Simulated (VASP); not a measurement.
Set up this calculation in VASP 6.6.1, as the native input.

```yaml
Task: relaxation of cell and atoms
Functional: PBEsol
Potentials_or_basis: VASP PAW PBE potentials, release 64 (Sc_sv)
Cutoff: 600 eV
k_mesh: 14 × 14 × 8
Occupations: fermi-dirac, width 0.1 eV
Spin: no spin polarisation
Dipole_correction: no
Further_INCAR_settings: ALGO = Normal; EDIFF = 1e-06; IBRION = 2; EDIFFG = -0.002; NSW = 100; ISIF = 3
```

The structure of Sc lies in POSCAR:

```
Sc
1.0
    3.3090000000      0.0000000000      0.0000000000
   -1.6545000000      2.8656780611      0.0000000000
    0.0000000000      0.0000000000      5.2733000000
Sc
2
Direct
    0.3333333333      0.6666666667      0.2500000000
    0.6666666667      0.3333333333      0.7500000000
```

The input as run:

INCAR

```
PREC = Accurate ; ENCUT = 600
EDIFF = 1E-6 ; ISMEAR = -1
SIGMA = 0.1 ; LREAL = False
LASPH = True ; NELM = 80
ALGO = Normal ; ISIF = 3
LWAVE = False ; LCHARG = False
GGA = PS ; IBRION = 2
NSW = 100 ; EDIFFG = -0.002
```

KPOINTS

```
Automatic mesh
0
Gamma
  14 14 8
```

Potentials or basis: VASP PAW PBE potentials, release 64 (Sc_sv).

Command:

```console
$ cat potpaw_PBE.64/Sc_sv/POTCAR > POTCAR
$ mpirun -np 1 vasp_std > vasp.out
```

It gave:

```
Relaxed volume                        : 23.74 Å³/atom
Relaxed cell                          : a = 3.277 Å, b = 3.277 Å, c = 5.107 Å, α = 90.00°, β = 90.00°, γ = 120.00°
Space group after relaxing (to 0.1 Å) : P6_3/mmc (No. 194)
Energy gained by relaxing             : 12.3 meV/atom
Ionic steps                           : 6
Pressure after relaxing               : 0.0 GPa
Band gap on the k mesh                : zero (bands 11 and 12 overlap by 1.55 eV)
```

Caveat: the PAW data sets were made with another functional, which shifts forces and pressure a little.

It took 5.1 min on 1 thread of Intel(R) Xeon(R) Platinum 8488C (Sapphire Rapids) (shared host), peak memory 0.25 GiB.
